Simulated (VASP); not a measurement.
Write the native input for VASP 6.6.1 that does the following.

* Task: single point
* Functional: PBE
* Dispersion: D3(BJ)
* Potentials or basis: VASP PAW PBE potentials, release 64 (C, O)
* Cutoff: 520 eV
* k mesh: 4 × 4 × 4
* Occupations: gaussian, width 0.01 eV
* Spin: no spin polarisation
* Dipole correction: no
* Further INCAR settings: ALGO = Normal; EDIFF = 1e-06; NBANDS = 44

The structure of CO2 lies in POSCAR:

```
CO2
1.0
    5.4298801064      0.0000000000      0.0000000000
    0.0000000000      5.4298801064      0.0000000000
    0.0000000000      0.0000000000      5.4298801064
C O
4 8
Direct
    0.0000000000      0.0000000000      0.0000000000
    0.5000000000      0.0000000000      0.5000000000
    0.5000000000      0.5000000000      0.0000000000
    0.0000000000      0.5000000000      0.5000000000
    0.1241223292      0.1241223292      0.1241223292
    0.3758776708      0.8758776708      0.6241223292
    0.6241223292      0.3758776708      0.8758776708
    0.8758776708      0.6241223292      0.3758776708
    0.8758776708      0.8758776708      0.8758776708
    0.6241223292      0.1241223292      0.3758776708
    0.3758776708      0.6241223292      0.1241223292
    0.1241223292      0.3758776708      0.6241223292
```

One way to write it, as run:

INCAR

```
  ALGO = Normal
  EDIFF = 1E-6
  ENCUT = 520
  GGA = PE
  ISIF = 2
  ISMEAR = 0
  IVDW = 12
  LASPH = True
  LCHARG = True
  LELF = True
  LREAL = False
  LVHAR = True
  LWAVE = False
  NBANDS = 44
  NELM = 80
  PREC = Accurate
  SIGMA = 0.01
```

KPOINTS

```
k-points
0
Gamma
  4 4 4
```

Potentials or basis: VASP PAW PBE potentials, release 64 (C, O).

The run is started by

```bash
$ cat potpaw_PBE.64/C/POTCAR potpaw_PBE.64/O/POTCAR > POTCAR
$ mpirun -np 1 vasp_std > vasp.out
```

It gave:

```json
{"Pressure": "3.4 GPa", "Largest force": "0.639 eV/Å", "Band gap on the k mesh": "6.88 eV, direct", "Dispersion energy per atom": "-0.079 eV"}
```

Run time: 85 s on 1 thread of Oxide Virtual Turin-like Processor, with other jobs on the host, peak memory 0.23 GiB.
